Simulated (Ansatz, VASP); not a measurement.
# Two plane-wave programs on SiNi2

```xyz
3
Lattice="3.9173 0.0000 0.0000 -1.9587 3.3925 0.0000 0.0000 0.0000 2.4455" Properties=species:S:1:pos:R:3 pbc="T T T"
Si    0.0000    0.0000    0.0000
Ni    0.0000    2.2617    1.2228
Ni    1.9587    1.1308    1.2228
```

Alike in both runs: functional r2SCAN; k mesh 12 × 12 × 18; occupations gaussian, width 0.1 eV; no spin polarisation.

Ansatz relaxed the structure, and its values are those at the end. VASP's run is a single point on that final structure, the one shown.

```csv
,VASP,Ansatz
version,VASP 6.6.1,Ansatz 0.2.0
potentials or method,"VASP PAW PBE potentials, release 64 (Si, Ni), cutoff 520 eV","scalar-relativistic, plane waves, PAW"
valence electrons in the cell,24,40
```

```tsv
	VASP	Ansatz	Ansatz less VASP
gap on the k mesh at the Fermi level (eV)	none	none	-
pressure (GPa)	0.3	0.0	-0.28
```

VASP's potentials were made for PBE, not for r2SCAN. A gap of «none» marks a metal or a gap that the smearing closes. VASP's potentials hold 24 valence electrons a cell and Ansatz's 40, so a difference there can come from the potentials and not from the codes.
